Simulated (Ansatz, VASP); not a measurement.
## Zr: VASP beside Ansatz

Contents of INCAR:

```
SYSTEM = Zr
PREC = Accurate
ENCUT = 500
EDIFF = 1E-6
ISMEAR = 0
SIGMA = 0.1
LREAL = .False.
LASPH = .True.
NELM = 120
ALGO = Normal
ISIF = 2
LWAVE = .False.
LCHARG = .False.
GGA = PE
NBANDS = 12
GGA_COMPAT = .False.
```

KPOINTS

```
regular mesh
0
Gamma
  10 10 10
  0 0 0
```

POSCAR

```
Zr
1.0
    0.0000000000      2.2646202716      2.2646202716
    2.2646202716      0.0000000000      2.2646202716
    2.2646202716      2.2646202716      0.0000000000
Zr
1
Direct
   -0.1103937835      0.1103937835      0.1103937835
```

Input for Ansatz:

```yaml
crystal:
  lattice:
    - [0.0, 2.2646202716, 2.2646202716]
    - [2.2646202716, 0.0, 2.2646202716]
    - [2.2646202716, 2.2646202716, 0.0]
  atoms:
    - { symbol: Zr, position: [-0.1103937835, 0.1103937835, 0.1103937835] }
basis:
  ecutwfc: 420
kpoints:
  mp_grid: { grid: [10, 10, 10] }
hamiltonian:
  xc: pbe
scf:
  occupations: { method: gaussian, width: 0.1 }
  mixing: { preconditioner: ldos }
  initial_density: { chi_scale: 0, normalization: atom }
  max_iter: 70
output:
  forces: true
  stress: true
  eigenvalues: true
```

Alike in both runs: task single point; functional PBE; k mesh 10 × 10 × 10; occupations gaussian, width 0.1 eV; no spin polarisation.

```csv
,VASP,Ansatz
version,VASP 6.6.1,Ansatz 0.2.0
potentials or method,"VASP PAW PBE potentials, release 64 (Zr_sv), cutoff 500 eV","scalar-relativistic, plane waves, PAW"
valence electrons in the cell,12,12
```

|  | VASP | Ansatz | Ansatz less VASP |
| --- | --- | --- | --- |
| gap on the k mesh at the Fermi level (eV) | none | none | - |
| pressure (GPa) | 0.1 | 0.0 | -0.04 |

A gap of «none» marks a metal or a gap that the smearing closes. The functional is the same, so the differences come from potentials, cutoffs and numerics.
